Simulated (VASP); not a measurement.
The system is Sr2C.

```xyz
3
Lattice="0.0000 3.0815 3.0815 3.0815 0.0000 3.0815 3.0815 3.0815 0.0000" Properties=species:S:1:pos:R:3 pbc="T T T"
C     0.0000    0.0000    0.0000
Sr    1.5407    1.5407    1.5407
Sr    4.6222    4.6222    4.6222
```

| Item | Value |
| --- | --- |
| Program | VASP 6.6.1 |
| Task | relaxation of cell and atoms |
| Functional | PBE |
| Potentials or basis | VASP PAW PBE potentials, release 64 (C, Sr_sv) |
| Cutoff | 600 eV |
| k mesh | 6 × 6 × 6 |
| Occupations | fermi-dirac, width 0.02 eV |
| Spin | no spin polarisation |

At the start: pressure 17.2 GPa; volume 19.51 Å³/atom.

Problem. Where does the relaxation end?

Solution. Over 5 steps the energy falls by 262.7 meV/atom and the volume is 25.70 Å³/atom (+31.7 %); space group Fm-3m (No. 225, to 0.1 Å) before and after.

Step by step:
```
step  energy change (eV)  largest force (eV/Å)  pressure (GPa)  volume (Å³)
   1              0.0000                0.0000           17.18        58.52
   2             -0.7868                0.0000           -0.43        78.09
   3             -0.7882                0.0000            0.03        76.96
   4             -0.7881                0.0000           -0.15        77.37
   5             -0.7882                0.0000           -0.02        77.10
```

Final structure:
```
C Sr
1.0
     0.00000    3.37809    3.37809
     3.37809    0.00000    3.37809
     3.37809    3.37809    0.00000
C Sr
1 2
Direct
  0.00000 0.00000 0.00000
  0.25000 0.25000 0.25000
  0.75000 0.75000 0.75000
```

Caveat: the volume moved by over 15 % at a fixed basis, so the end points are rough.
